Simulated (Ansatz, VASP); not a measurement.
## Sc: VASP beside Ansatz

Contents of INCAR:

```
  PREC = Accurate
  ENCUT = 520
  EDIFF = 1E-6
  ISMEAR = -1
  SIGMA = 0.08
  LREAL = F
  LASPH = T
  NELM = 100
  ALGO = Normal
  ISIF = 2
  LWAVE = F
  LCHARG = F
  GGA = CA
  NBANDS = 12
```

Contents of KPOINTS:

```
Automatic mesh
0
Gamma
  13 13 13
```

File POSCAR:

```
Sc
1.0
    0.0000000000      2.3268462047      2.3268462047
    2.3268462047      0.0000000000      2.3268462047
    2.3268462047      2.3268462047      0.0000000000
Sc
1
Direct
    0.0000000000      0.0000000000      0.0000000000
```

Input for Ansatz:

```yaml
crystal:
  lattice:
    - [0.0, 2.3268462047, 2.3268462047]
    - [2.3268462047, 0.0, 2.3268462047]
    - [2.3268462047, 2.3268462047, 0.0]
  atoms:
    - { symbol: Sc, position: [0.0, 0.0, 0.0] }
kpoints:
  mp_grid: { grid: [13, 13, 13] }
  band_path:
    path:
      - [0.0, 0.0, 0.0]
      - [0.5, 0.0, 0.5]
      - [0.625, 0.25, 0.625]
      - [0.375, 0.375, 0.75]
      - [0.0, 0.0, 0.0]
      - [0.5, 0.5, 0.5]
      - [0.5, 0.25, 0.75]
      - [0.5, 0.0, 0.5]
    npoints: 8
scf:
  occupations: { method: fermi_dirac, width: 0.08 }
hamiltonian:
  xc: lda
  pseudopotentials: { kind: all_electron, lapw: { basis_error: 0.00025 } }
output:
  forces: true
  stress: true
  eigenvalues: true
  populations: true
  dos: { projected: true, de: 0.2, e_range: [-14, 8] }
```

Alike in both runs: task single point; functional LDA; k mesh 13 × 13 × 13; occupations fermi-dirac, width 0.08 eV; no spin polarisation.

|  | VASP | Ansatz |
| --- | --- | --- |
| version | VASP 6.6.1 | Ansatz 0.2.0 |
| potentials or method | VASP PAW LDA potentials, release 64 (Sc_sv), cutoff 520 eV | all-electron LAPW, scalar-relativistic |

|  | VASP | Ansatz | Ansatz less VASP |
| --- | --- | --- | --- |
| pressure (GPa) | -5.6 | -5.6 | -0.03 |

LDA's correlation is that of Perdew and Zunger in VASP and of Perdew and Wang (1992) in Ansatz. Ansatz ran all-electron here, and VASP with PAW potentials.
